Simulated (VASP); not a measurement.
# Ta (I4/mmm) in VASP: further runs

Runs on Ta. Level: PBE. Tasks: single point.

Everything below comes from runs of VASP 6.6.1. Logs are shortened: lines on timing, memory, paths and dates and some standing lists are left out, and cuts for length are marked.

## 1. The cell of the first run

It takes space group I4/mmm (No. 139, tetragonal). Conventional cell: a = 3.253 Å, b = 3.253 Å, c = 3.203 Å, α = 90.00°, β = 90.00°, γ = 90.00°. Within 3.7 Å of Ta (site symmetry 4/mmm) lie 14 Ta at 2.80 to 3.25 Å.

## 2. Single point, PBE (strain -0.015 along x and y, -0.030 along z)

File INCAR:

```
PREC = Accurate
ENCUT = 520
EDIFF = 1E-7
ISMEAR = 0
SIGMA = 0.15
LREAL = False
LASPH = True
NELM = 100
ALGO = Fast
ISIF = 2
LWAVE = False
LCHARG = True
GGA = PE
LELF = True
LVHAR = True
NBANDS = 12
```

File KPOINTS:

```
regular mesh
0
Gamma
  20 20 20
```

File POSCAR:

```
Ta
1.0
   -1.6265108000      1.6265108000      1.6017416000
    1.6265108000     -1.6265108000      1.6017416000
    1.6265108000      1.6265108000     -1.6017416000
Ta
1
Direct
    0.0000000000      0.0000000000      0.0000000000
```

Potentials or basis: VASP PAW PBE potentials, release 64 (Ta_pv).

Launch:

```bash
> cat potpaw_PBE.64/Ta_pv/POTCAR > POTCAR
> mpirun -np 1 vasp_std > vasp.out
```

OUTCAR:

```text
PREC = Accurate
   ENCUT = 520
   EDIFF = 1E-7
   ISMEAR = 0
   LREAL = False
   LASPH = True
   NELM = 100
   ISIF = 2
   GGA = PE

 ion  position               nearest neighbor table
   1  0.000  0.000  0.000-

  LATTYP: Found a body centered tetragonal cell.
 ALAT       =     3.2530216000
 C/A-ratio  =     0.9847715736

  Lattice vectors:

 A1 = (  -1.6265108000,   1.6265108000,   1.6017416000)
 A2 = (   1.6265108000,  -1.6265108000,   1.6017416000)
 A3 = (   1.6265108000,   1.6265108000,  -1.6017416000)

Analysis of symmetry for initial positions (statically):
=====================================================================
 Subroutine PRICEL returns:
 Original cell was already a primitive cell.

 Routine SETGRP: Setting up the symmetry group for a
 body centered tetragonal supercell.

 Subroutine GETGRP returns: Found 16 space group operations
 (whereof 16 operations were pure point group operations)
 out of a pool of 16 trial point group operations.

The static configuration has the point symmetry D_4h.

Analysis of symmetry for dynamics (positions and initial velocities):
=====================================================================
 Subroutine PRICEL returns:
 Original cell was already a primitive cell.

 Routine SETGRP: Setting up the symmetry group for a
 body centered tetragonal supercell.

 Subroutine GETGRP returns: Found 16 space group operations
 (whereof 16 operations were pure point group operations)
 out of a pool of 16 trial point group operations.

The dynamic configuration has the point symmetry D_4h.

 Subroutine INISYM returns: Found 16 space group operations
 (whereof 16 operations are pure point group operations),
 and found     1 'primitive' translations

----------------------------------------------------------------------------------------

                                     Primitive cell

  volume of cell :      16.9499

  direct lattice vectors                    reciprocal lattice vectors
    -1.626510800  1.626510800  1.601741600     0.000000000  0.307406505  0.312160214
     1.626510800 -1.626510800  1.601741600     0.307406505  0.000000000  0.312160214
     1.626510800  1.626510800 -1.601741600     0.307406505  0.307406505  0.000000000

  length of vectors
     2.802971801  2.802971801  2.802971801     0.438112723  0.438112723  0.434738448

  position of ions in fractional coordinates (direct lattice)
     0.000000000  0.000000000  0.000000000

  ion indices of the primitive-cell ions
   primitive index   ion index
                 1           1

----------------------------------------------------------------------------------------

 KPOINTS: regular mesh

Automatic generation of k-mesh.
 Grid dimensions read from file:
 generate k-points for:   20   20   20

 Generating k-lattice:

  Cartesian coordinates                     Fractional coordinates (reciprocal lattice)
     0.000000000  0.015370325  0.015608011     0.050000000  0.000000000 -0.000000000
     0.015370325  0.000000000  0.015608011     0.000000000  0.050000000 -0.000000000
     0.015370325  0.015370325  0.000000000     0.000000000  0.000000000  0.050000000

  Length of vectors
     0.021905636  0.021905636  0.021736922

  Shift w.r.t. Gamma in fractional coordinates (k-lattice)
     0.000000000  0.000000000  0.000000000

 Subroutine IBZKPT returns following result:
 ===========================================

 Found    641 irreducible k-points:

 Following reciprocal coordinates:
            Coordinates               Weight
  0.000000  0.000000  0.000000      1.000000
  0.050000  0.000000 -0.000000      8.000000
  0.100000  0.000000  0.000000      8.000000
  0.150000  0.000000  0.000000      8.000000
  0.200000  0.000000  0.000000      8.000000
  0.250000  0.000000  0.000000      8.000000
[... 16 lines left out ...]
 -0.400000  0.050000  0.000000     16.000000
 -0.350000  0.050000  0.000000     16.000000
 [... further k-points ...]
   k-points           NKPTS =    641   k-points in BZ     NKDIM =    641   number of bands    NBANDS=     12
   number of dos      NEDOS =    301   number of ions     NIONS =      1
   total plane-waves  NPLWV =  13824
   dimension x,y,z NGX =    24 NGY =   24 NGZ =   24
   dimension x,y,z NGXF=    48 NGYF=   48 NGZF=   48
   ions per type =               1
   NGX,Y,Z   is equivalent  to a cutoff of  14.23, 14.23, 14.23 a.u.
   NGXF,Y,Z  is equivalent  to a cutoff of  28.47, 28.47, 28.47 a.u.
 SYSTEM =  unknown system
   PREC   = accura    normal or accurate (medium, high low for compatibility)
   ISTART =      0    job   : 0-new  1-cont  2-samecut
   ICHARG =      2    charge: 1-file 2-atom 10-const
   ISPIN  =      1    spin polarized calculation?
   LNONCOLLINEAR =      F non collinear calculations
   LSORBIT =      F    spin-orbit coupling
   LASPH  =      T    aspherical Exc in radial PAW
   ENCUT  =  520.0 eV  38.22 Ry    6.18 a.u.   5.21  5.21  5.21*2*pi/ulx,y,z
[... 66 lines left out ...]
      7       6.7935      0.00000
      8      10.0633      0.00000
      9      10.3589      0.00000
     10      21.1937      0.00000
     11      21.1937      0.00000
     12      21.4885      0.00000

 k-point     2 :       0.0500    0.0000   -0.0000
  band No.  band energies     occupation
      1     -26.8755      2.00000
      2     -26.8506      2.00000
      3     -26.8370      2.00000
      4      -2.0330      2.00000
      5       6.5625      0.00000
      6       6.7691      0.00000
      7       6.8498      0.00000
      8      10.0193      0.00000
      9      10.2657      0.00000
     10      21.3864      0.00000
     11      21.4071      0.00000
     12      21.7475      0.00000

 k-point     3 :       0.1000    0.0000    0.0000
  band No.  band energies     occupation
      1     -26.9864      2.00000
      2     -26.8847      2.00000
      3     -26.8384      2.00000
      4      -1.6779      2.00000
      5       6.3652      0.00027
      6       6.6718      0.00000
      7       7.1723      0.00000
      8       9.8062      0.00000
      9      10.1832      0.00000
     10      21.7371      0.00000
     11      22.0286      0.00000
     12      22.5868      0.00000

 k-point     4 :       0.1500    0.0000    0.0000
  band No.  band energies     occupation
      1     -27.1558      2.00000
      2     -26.9374      2.00000
      3     -26.8404      2.00000
      4      -1.1252      2.00000
      5       6.0390      0.57098
      6       6.4566      0.00001
      7       7.7461      0.00000
      8       9.5790      0.00000
      9      10.1946      0.00000
     10      20.8944      0.00000
     11      22.0937      0.00000
     12      23.0109      0.00000

 k-point     5 :       0.2000    0.0000    0.0000
  band No.  band energies     occupation
      1     -27.3634      2.00000
      2     -27.0030      2.00000
      3     -26.8429      2.00000
      4      -0.4393      2.00000
      5       5.6559      1.99768
      6       6.1466      0.11392
      7       8.5357      0.00000
      8       9.5362      0.00000
      9      10.2619      0.00000
     10      20.8936      0.00000
     11      22.1745      0.00000
     12      24.2950      0.00000
[... 228 lines left out ...]
      1     -28.2452      2.00000
      2     -27.3088      2.00000
      3     -26.8695      2.00000
      4       1.4258      2.00000
      5       4.2249      2.00000
      6       7.6612      0.00000
      7      10.1749      0.00000
      8      11.3724      0.00000
      9      14.4188      0.00000
     10      18.3957      0.00000
     11      18.7605      0.00000
     12      20.9087      0.00000

 k-point    22 :      -0.4500    0.0500   -0.0000
  band No.  band energies     occupation
      1     -28.1837      2.00000
      2     -27.2864      2.00000
      3     -26.8681      2.00000
      4       1.4349      2.00000
      5       4.3180      2.00000
      6       7.1271      0.00000
      7      10.2385      0.00000
      8      11.1930      0.00000
      9      13.7108      0.00000
     10      18.7267      0.00000
     11      19.4352      0.00000
     12      20.9126      0.00000

 k-point    23 :      -0.4000    0.0500    0.0000
  band No.  band energies     occupation
      1     -28.0658      2.00000
      2     -27.2435      2.00000
      3     -26.8659      2.00000
      4       1.3875      2.00000
      5       4.4991      2.00000
      6       6.4265      0.00002
      7      10.1717      0.00000
      8      10.9573      0.00000
      9      12.6107      0.00000
     10      19.3736      0.00000
     11      20.5370      0.00000
     12      20.9499      0.00000

 k-point    24 :      -0.3500    0.0500    0.0000
  band No.  band energies     occupation
      1     -27.9007      2.00000
      2     -27.1838      2.00000
      3     -26.8631      2.00000
      4       1.1620      2.00000
      5       4.7598      2.00000
      6       5.9047      1.51575
      7       9.9305      0.00000
      8      10.7566      0.00000
      9      11.3964      0.00000
     10      20.2618      0.00000
     11      20.8852      0.00000
     12      21.9754      0.00000

 [... further k-points ...]

------------------------ aborting loop because EDIFF is reached ----------------------------------------

  FORCE on cell =-STRESS in cart. coord.  units (eV):
  Direction    XX          YY          ZZ          XY          YZ          ZX
  --------------------------------------------------------------------------------------
  -------------------------------------------------------------------------------------
  Total        1.7735817      1.7735817      2.0098629      0.0000000     -0.0000000      0.0000000
  in kB      167.6468593    167.6468593    189.9812143      0.0000000     -0.0000000      0.0000000
  external PRESSURE =     175.0916443 kB  Pullay stress =       0.0000000 kB

 VOLUME and BASIS-vectors are now :
 -----------------------------------------------------------------------------
  energy-cutoff  :      520.00
  volume of cell :       16.95
      direct lattice vectors                 reciprocal lattice vectors
    -1.626510800  1.626510800  1.601741600     0.000000000  0.307406505  0.312160214
     1.626510800 -1.626510800  1.601741600     0.307406505  0.000000000  0.312160214
     1.626510800  1.626510800 -1.601741600     0.307406505  0.307406505  0.000000000

 POSITION                                       TOTAL-FORCE (eV/Angst)
 -----------------------------------------------------------------------------------
      0.00000      0.00000      0.00000         0.000000      0.000000      0.000000
 -----------------------------------------------------------------------------------
    total drift:                                0.000000      0.000000      0.000000

  FREE ENERGIE OF THE ION-ELECTRON SYSTEM (eV)
  ---------------------------------------------------
  free  energy   TOTEN  =       -11.7494232365 eV

  energy  without entropy=      -11.7355336188  energy(sigma->0) =      -11.74247843
```

It took 53 s on 1 thread of Intel Xeon 6975P-C (Granite Rapids), shared host; peak memory 0.24 GiB.

What came out:

```
Free energy            : -11.7494 eV
Pressure               : 17.5 GPa
Band gap on the k mesh : zero (an odd number of electrons rules out a gap without spin polarisation)
```

Levels at points of the mesh, in eV from the Fermi level:
```csv
k point,band 2,band 3,band 4,band 5,band 6,band 7,band 8,band 9,band 10,band 11
"(0.00, 0.00, 0.00)",-32.82,-32.81,-8.13,0.60,0.81,0.81,4.08,4.38,15.21,15.21
"(0.50, 0.00, 0.00)",-33.28,-32.83,-4.64,-1.79,1.94,4.24,5.33,8.43,12.22,12.80
"(0.50, 0.50, 0.00)",-33.26,-32.82,-4.65,-1.57,1.82,3.97,5.16,8.39,12.29,12.69
"(0.50, 0.50, 0.50)",-33.82,-33.77,-4.19,-4.15,7.34,7.34,7.40,9.11,9.11,9.52
```

Caveat: the cell differs from its parent crystal (strain -0.015 along x and y, -0.030 along z); the cell stands under pressure; spin-orbit coupling is left out, which moves the levels of the heavy elements.

## 3. Single point, PBE (strain -0.030 along x and y, +0.015 along z)

File INCAR:

```
  PREC = Accurate
  ENCUT = 520
  EDIFF = 1E-6
  ISMEAR = 0
  SIGMA = 0.15
  LREAL = False
  LASPH = True
  NELM = 60
  ALGO = Normal
  ISIF = 2
  LWAVE = False
  LCHARG = False
  GGA = PE
  NBANDS = 12
```

KPOINTS is that of step 2.

File POSCAR:

```
Ta
1.0
   -1.6017416000      1.6017416000      1.6760492000
    1.6017416000     -1.6017416000      1.6760492000
    1.6017416000      1.6017416000     -1.6760492000
Ta
1
Direct
    0.0000000000      0.0000000000      0.0000000000
```

Potentials or basis: VASP PAW PBE potentials, release 64 (Ta_pv).

Launch:

```bash
> cat potpaw_PBE.64/Ta_pv/POTCAR > POTCAR
> mpirun -np 1 vasp_std > vasp.out
```

It took 32 s on 1 thread of Intel Xeon 6975P-C (Granite Rapids), shared host; peak memory 0.24 GiB.

Results (log left out):

| Quantity | Value |
| --- | --- |
| Free energy | -11.7654 eV |
| Pressure | 13.9 GPa |
| Band gap on the k mesh | zero (an odd number of electrons rules out a gap without spin polarisation) |

Stress tensor (GPa, compression positive):
```
15.83  0.00  0.00
 0.00 15.83  0.00
 0.00  0.00 10.03
```

Levels at points of the mesh, in eV from the Fermi level:
```csv
k point,band 4,band 5,band 6,band 7,band 8,band 9
"(0.00, 0.00, 0.00)",-8.09,0.56,0.56,1.15,3.74,4.56
"(0.50, 0.00, 0.00)",-4.59,-1.46,1.70,3.68,5.19,8.18
"(0.50, 0.50, 0.00)",-4.58,-2.07,2.05,4.63,5.46,8.35
"(0.50, 0.50, 0.50)",-4.16,-4.01,7.10,7.29,7.29,8.32
```

Caveat: the cell differs from its parent crystal (strain -0.030 along x and y, +0.015 along z); the cell stands under pressure; spin-orbit coupling is left out, which moves the levels of the heavy elements.

## 4. Single point, PBE (strain -0.030 along x and y, +0.030 along z)

File INCAR:

```
ALGO = Fast ; EDIFF = 1E-7
ENCUT = 520 ; GGA = PE
ISIF = 2 ; ISMEAR = 0
LASPH = True ; LCHARG = True
LELF = True ; LREAL = False
LVHAR = True ; LWAVE = False
NBANDS = 12 ; NELM = 100
PREC = Accurate ; SIGMA = 0.15
```

File KPOINTS:

```
k-points
0
Gamma
  20 20 20
```

File POSCAR:

```
Ta
1.0
   -1.6017416000      1.6017416000      1.7008184000
    1.6017416000     -1.6017416000      1.7008184000
    1.6017416000      1.6017416000     -1.7008184000
Ta
1
Direct
    0.0000000000      0.0000000000      0.0000000000
```

Launch:

```bash
> cat potpaw_PBE.64/Ta_pv/POTCAR > POTCAR
> mpirun -np 1 vasp_std > vasp.out
```

Wall time 48 s (1 thread of Intel Xeon 6975P-C (Granite Rapids), shared host); peak memory 0.24 GiB.

It converged, with:

```yaml
Free_energy: -11.7779 eV
Pressure: 10.5 GPa
Band_gap_on_the_k_mesh: zero (an odd number of electrons rules out a gap without spin polarisation)
```

Stress tensor (GPa, compression positive):
```
12.88  0.00  0.00
 0.00 12.88  0.00
 0.00  0.00  5.70
```

Levels at points of the mesh, in eV from the Fermi level:
| k point | band 2 | band 3 | band 4 | band 5 | band 6 | band 7 | band 8 | band 9 |
| --- | --- | --- | --- | --- | --- | --- | --- | --- |
| (0.00, 0.00, 0.00) | -32.95 | -32.95 | -8.05 | 0.51 | 0.51 | 1.27 | 3.55 | 4.59 |
| (0.50, 0.00, 0.00) | -33.34 | -32.96 | -4.54 | -1.36 | 1.59 | 3.45 | 5.14 | 7.99 |
| (0.50, 0.50, 0.00) | -33.42 | -33.01 | -4.52 | -2.15 | 2.04 | 4.71 | 5.45 | 8.21 |
| (0.50, 0.50, 0.50) | -33.80 | -33.80 | -4.10 | -3.90 | 6.93 | 7.18 | 7.18 | 7.92 |

Caveat: the cell differs from its parent crystal (strain -0.030 along x and y, +0.030 along z); the cell stands under pressure; spin-orbit coupling is left out, which moves the levels of the heavy elements.

## 5. Single point, PBE (strain +0.000 along x and y, -0.030 along z)

File INCAR:

```
SYSTEM = Ta
PREC = Accurate
ENCUT = 520
EDIFF = 1E-6
ISMEAR = 0
SIGMA = 0.15
LREAL = .False.
LASPH = .True.
NELM = 60
ALGO = Normal
ISIF = 2
LWAVE = .False.
LCHARG = .False.
GGA = PE
NBANDS = 12
```

File KPOINTS:

```
Automatic mesh
0
Gamma
  20 20 20
  0 0 0
```

File POSCAR:

```
Ta
1.0
   -1.6512800000      1.6512800000      1.6017416000
    1.6512800000     -1.6512800000      1.6017416000
    1.6512800000      1.6512800000     -1.6017416000
Ta
1
Direct
    0.0000000000      0.0000000000      0.0000000000
```

Launch:

```bash
> cat potpaw_PBE.64/Ta_pv/POTCAR > POTCAR
> mpirun -np 1 vasp_std > vasp.out
```

Wall time 96 s (1 thread of Intel Xeon 8259CL, shared host); peak memory 0.25 GiB.

It converged, with:

* Free energy: -11.7907 eV
* Pressure: 10.1 GPa
* Band gap on the k mesh: zero (an odd number of electrons rules out a gap without spin polarisation)

Stress tensor (GPa, compression positive):
```
 8.78  0.00  0.00
 0.00  8.78  0.00
 0.00  0.00 12.73
```

Levels at points of the mesh, in eV from the Fermi level:
```
           k point  band 2  band 3  band 4  band 5  band 6  band 7  band 8  band 9  band 10  band 11
(0.00, 0.00, 0.00)  -32.95  -32.94   -8.03    0.48    0.89    0.89    3.83    4.40    14.81    14.98
(0.50, 0.00, 0.00)  -33.37  -32.96   -4.50   -1.76    1.82    4.13    5.27    8.12    12.05    12.31
(0.50, 0.50, 0.00)  -33.33  -32.94   -4.52   -1.34    1.59    3.66    4.91    8.04    12.10    12.20
(0.50, 0.50, 0.50)  -33.87  -33.79   -4.03   -3.94    7.05    7.05    7.19    8.68     8.68     9.48
```

Caveat: the cell differs from its parent crystal (strain +0.000 along x and y, -0.030 along z); the cell stands under pressure; spin-orbit coupling is left out, which moves the levels of the heavy elements.

## 6. The runs side by side

```csv
cell,gap on the mesh (eV),pressure (GPa)
"a = 2.803 Å, angles 109.1, 109.1, 110.3°, 1 atom",none,17.5
"a = 2.818 Å, angles 110.7, 110.7, 107.0°, 1 atom",none,13.9
"a = 2.833 Å, angles 111.1, 111.1, 106.2°, 1 atom",none,10.5
"a = 2.832 Å, angles 108.7, 108.7, 111.1°, 1 atom",none,10.1
```

Alike in all rows: task single point; level PBE; potentials or basis VASP PAW PBE potentials, release 64 (Ta_pv); no spin polarisation; k mesh 20 × 20 × 20; cutoff (eV) 520; smearing gaussian 0.15 eV.

Caveats: the cell stands under pressure; spin-orbit coupling is left out, which moves the levels of the heavy elements.

Absolute energies hang on the potentials; compare differences alone.
